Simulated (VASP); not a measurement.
Runs of VASP 6.6.1 on SiSbTe2. The structure is that of space group P6/mmm (No. 191), or close to it. The cells are those of the table. The cell was built from a structure type or drawn by symmetry, and may not be a known phase.

```tsv
task	cell	k mesh	cutoff (eV)	gap on the mesh (eV)	pressure (GPa)	relaxed volume (Å³/atom)
relaxation of cell and atoms	relaxed from a = 4.737, b = 4.737, c = 5.942 Å, angles 90.0, 90.0, 120.0°, 4 atoms	6 × 6 × 4	600	none	0.1	32.66
single point	a = 5.365, b = 5.365, c = 5.224 Å, angles 90.0, 90.0, 120.0°, 4 atoms	6 × 6 × 4	520	none	(a)	-
relaxation of cell and atoms	relaxed from a = 5.365, b = 5.365, c = 5.224 Å, angles 90.0, 90.0, 120.0°, 4 atoms	12 × 12 × 10	600	none	0.0	32.33
single point	a = 5.365, b = 5.365, c = 5.193 Å, angles 90.0, 90.0, 120.0°, 4 atoms	12 × 12 × 10	520	none	0.0	-
single point	a = 4.737, b = 4.737, c = 5.942 Å, angles 90.0, 90.0, 120.0°, 4 atoms	6 × 6 × 4	520	none	11.4	-
```

Alike in all rows: level PBE; potentials or basis VASP PAW PBE potentials, release 64 (Si, Sb, Te); no spin polarisation; smearing gaussian 0.1 eV.

Problem. Fill in the values left out.

Solution. (a) 0.2.

Caveats: spin-orbit coupling is left out, which moves the levels of the heavy elements; the cell stands under pressure (at least some runs).

A k mesh can miss the band edges, and the runs leave out spin-orbit coupling on Sb, Te.

A gap of «none» marks levels without a gap at the run's occupations.
